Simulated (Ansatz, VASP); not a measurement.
## BeTe: VASP beside Ansatz

```
Be Te
1.0
     0.00000    2.83217    2.83217
     2.83217    0.00000    2.83217
     2.83217    2.83217    0.00000
Be Te
1 1
Direct
  0.00000 0.00000 0.00000
  0.25000 0.25000 0.25000
```

Alike in both runs: functional PBE; k mesh 8 × 8 × 8; occupations gaussian, width 0.02 eV; no spin polarisation.

Ansatz relaxed the structure, and its values are those at the end. VASP's run is a single point on that final structure, the one shown.

```csv
,VASP,Ansatz
version,VASP 6.6.1,Ansatz 0.2.0
potentials or method,"VASP PAW PBE potentials, release 64 (Be, Te), cutoff 600 eV","scalar-relativistic, plane waves, PAW"
valence electrons in the cell,8,18
```

```tsv
	VASP	Ansatz	Ansatz less VASP
gap on the k mesh at the Fermi level (eV)	2.02	2.03	+0.014
least direct gap on the mesh (eV)	3.62	3.64	+0.018
pressure (GPa)	0.1	0.0	-0.13
```

The functional is the same, so the differences come from potentials, cutoffs and numerics. VASP's potentials hold 8 valence electrons a cell and Ansatz's 18, so a difference there can come from the potentials and not from the codes.

Neither program's run includes spin-orbit coupling.
